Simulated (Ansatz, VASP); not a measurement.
**Two plane-wave programs on Ta**

```
Ta
1.0
    -1.70512    1.65948    1.59725
     1.70512   -1.65948    1.59725
     1.70512    1.65948   -1.59725
Ta
1
Direct
  0.00000 0.00000 0.00000
```

Change from the starting cell: normal strain along x +0.0275, normal strain along z -0.0375.

Alike in both runs: task single point; functional PBE; k mesh 18 × 18 × 18; occupations gaussian, width 0.15 eV; no spin polarisation.

|  | VASP | Ansatz |
| --- | --- | --- |
| version | VASP 6.6.1 | Ansatz 0.2.0 |
| potentials or method | VASP PAW PBE potentials, release 64 (Ta_pv), cutoff 520 eV | scalar-relativistic, plane waves, PAW |
| valence electrons in the cell | 11 | 13 |

|  | VASP | Ansatz | Ansatz less VASP |
| --- | --- | --- | --- |
| gap on the k mesh at the Fermi level (eV) | none | none | - |
| pressure (GPa) | 2.7 | 2.6 | -0.09 |
| traceless stress, the component that is largest in VASP (GPa) | 3.39 | 3.40 | +0.005 |

A gap of «none» marks a metal or a gap that the smearing closes. VASP's potentials hold 11 valence electrons a cell and Ansatz's 13, so a difference there can come from the potentials and not from the codes.

Spin-orbit coupling is off throughout.
